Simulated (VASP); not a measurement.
Here is a VASP 6.6.1 calculation.

Contents of INCAR:

```
PREC = Accurate ; ENCUT = 500
EDIFF = 1E-6 ; ISMEAR = 1
SIGMA = 0.05 ; LREAL = F
LASPH = T ; NELM = 120
ALGO = Normal ; ISIF = 2
LWAVE = F ; LCHARG = F
GGA = CA ; NBANDS = 15
GGA_COMPAT = F
```

The input KPOINTS:

```
Automatic mesh
0
Gamma
  9 9 8
```

Contents of POSCAR:

```
HfB2
1.0
    3.1164492259      0.0000000000      0.0000000000
   -1.5582246129      2.6989241992      0.0000000000
    0.0000000000      0.0000000000      3.4265850869
Hf B
1 2
Direct
    0.0000000000      0.0000000000      0.0000000000
    0.3333333333      0.6666666667      0.5000000000
    0.6666666667      0.3333333333      0.5000000000
```

Potentials or basis: VASP PAW LDA potentials, release 64 (Hf_pv, B).

Command:

```console
$ cat potpaw_LDA.64/Hf_pv/POTCAR potpaw_LDA.64/B/POTCAR > POTCAR
$ mpirun -np 1 vasp_std > vasp.out
```

What does it give for the pressure?

-2.0 GPa.

What does it give for the band gap on the k mesh?

Zero (band 8 reaches 8.41 eV, above the bottom of band 9 at 7.76 eV).

Stress tensor (GPa, compression positive):
```
-2.54  0.00  0.00
 0.00 -2.54  0.00
 0.00  0.00 -0.99
```

Caveat: spin-orbit coupling is left out, which moves the levels of the heavy elements.
